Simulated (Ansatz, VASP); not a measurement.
# ZnCd3Te2: VASP beside Ansatz

```
Zn Cd Te
1.0
     7.47300    0.00000    0.00000
    -3.73650    6.47181    0.00000
     0.00000    0.00000    4.26405
Zn Cd Te
1 3 2
Direct
  0.00000 0.00000 0.50000
  0.50000 0.00000 0.50000
  0.00000 0.50000 0.50000
  0.50000 0.50000 0.50000
  0.33333 0.66667 0.00008
  0.66667 0.33333 0.99992
```

Alike in both runs: functional PBE; k mesh 6 × 6 × 8; occupations gaussian, width 0.1 eV; no spin polarisation.

Ansatz relaxed the structure, and its values are those at the end. VASP's run is a single point on that final structure, the one shown.

|  | VASP | Ansatz |
| --- | --- | --- |
| version | VASP 6.6.1 | Ansatz 0.2.0 |
| potentials or method | VASP PAW PBE potentials, release 64 (Zn, Cd, Te), cutoff 520 eV | scalar-relativistic, plane waves, PAW |
| valence electrons in the cell | 60 | 104 |

|  | VASP | Ansatz | Ansatz less VASP |
| --- | --- | --- | --- |
| gap on the k mesh at the Fermi level (eV) | none | none | - |
| pressure (GPa) | 0.1 | 0.0 | -0.10 |

A gap of «none» marks a metal or a gap that the smearing closes. The functional is the same, so the differences come from potentials, cutoffs and numerics. VASP's potentials hold 60 valence electrons a cell and Ansatz's 104, so a difference there can come from the potentials and not from the codes.

Spin-orbit coupling is off throughout.
